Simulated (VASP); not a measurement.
SrTlF3, 5 atoms in the cell. Symmetry: P4/mmm, No. 123, tetragonal system. Conventional cell: a = 4.685 Å, b = 4.685 Å, c = 4.716 Å, α = 90.00°, β = 90.00°, γ = 90.00°. Tl (site symmetry 4/mmm) has 12 F at 3.31 to 3.32 Å and 8 Sr at 4.07 Å within 4.4 Å. Sr (site symmetry 4/mmm) has 6 F at 2.34 to 2.36 Å within 3.1 Å. Within 3.1 Å of F (site symmetry 4/mmm) lie 2 Sr at 2.36 Å. F (site symmetry mmm) has 2 Sr at 2.34 Å within 3.1 Å.  This cell differs from its parent crystal: epitaxial xy strain -0.5%.

```yaml
Program: VASP 6.6.1
Task: single point
Functional: HSE06
Potentials_or_basis: VASP PAW PBE potentials, release 64 (Tl_d, Sr_sv, F)
Cutoff: 520 eV
k_mesh: 4 × 4 × 4
Occupations: gaussian, width 0.01 eV
Spin: no spin polarisation
Dipole_correction: no
Grid_for_exact_exchange_PRECFOCK: Normal
Further_INCAR_settings: ALGO = Normal; EDIFF = 1e-06; NBANDS = 30
Share_of_exact_exchange: 0.25
Screening_parameter: 0.2079 1/Å
```

Potentials or basis: VASP PAW PBE potentials, release 64 (Tl_d, Sr_sv, F).

Launch:

```console
$ cat potpaw_PBE.64/Tl_d/POTCAR potpaw_PBE.64/Sr_sv/POTCAR potpaw_PBE.64/F/POTCAR > POTCAR
$ cp INCAR.step1 INCAR
$ mpirun -np 4 vasp_std > vasp.out
$ cp INCAR.step2 INCAR
$ mpirun -np 4 vasp_std > vasp.out
```

Hardware: 4 MPI ranks on Intel(R) Xeon(R) Platinum 8375C CPU @ 2.90GHz (Ice Lake) (shared host).

**Question.** How long does it take, and how much memory?

**Answer.** Wall time 50 min on 4 MPI ranks on Intel(R) Xeon(R) Platinum 8375C CPU @ 2.90GHz (Ice Lake), with other jobs on the host, peak memory 0.38 GiB a rank. Counts: k points 18.
